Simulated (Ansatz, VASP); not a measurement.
## BeS in VASP and in Ansatz

```
Be S
1.0
     0.00000    2.45135    2.37396
     2.37396    0.00000    2.37396
     2.37396    2.45135    0.00000
Be S
1 1
Direct
  0.00000 0.00000 0.00000
  0.75000 0.75000 0.75000
```

Alike in both runs: task single point; functional PBEsol; k mesh 10 × 10 × 10; occupations gaussian, width 0.05 eV; no spin polarisation.

|  | VASP | Ansatz |
| --- | --- | --- |
| version | VASP 6.6.1 | Ansatz 0.2.0 |
| potentials or method | VASP PAW PBE potentials, release 64 (Be, S), cutoff 520 eV | scalar-relativistic, plane waves, PAW |
| valence electrons in the cell | 8 | 8 |

```csv
,VASP,Ansatz,Ansatz less VASP
gap on the k mesh at the Fermi level (eV),2.71,2.70,-0.003
least direct gap on the mesh (eV),5.53,5.50,-0.029
pressure (GPa),2.6,2.5,-0.17
"traceless stress, the component that is largest in VASP (GPa)",-2.17,-2.18,-0.012
```

VASP's potentials were made for PBE, not for PBEsol.
